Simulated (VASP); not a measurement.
Crystal: ZnO.

```
CELL_PARAMETERS angstrom
0.00000 2.13377 2.13377
2.13377 0.00000 2.13377
2.13377 2.13377 0.00000
ATOMIC_POSITIONS crystal
Zn 0.00000 0.00000 0.00000
O 0.50000 0.50000 0.50000
```

Base run:

* Program: VASP 6.6.1
* Functional: PBE
* Potentials or basis: VASP PAW PBE potentials, release 64 (Zn, O)
* Cutoff: 520 eV
* k mesh: 8 × 8 × 8
* Occupations: gaussian, width 0.01 eV
* Spin: no spin polarisation

Its results: band gap on the k mesh 0.92 eV, indirect (least direct gap 2.32 eV); pressure 9.1 GPa.

The run is repeated on the same cell with these changes: dispersion from none to D3(BJ). What comes out?

Band gap on the k mesh 0.92 eV, indirect (least direct gap 2.32 eV); pressure 4.5 GPa.

Dispersion adds attraction, which lowers the pressure at fixed volume and, as a term added to the energy, leaves the levels alone.

A k mesh can miss the band edges.
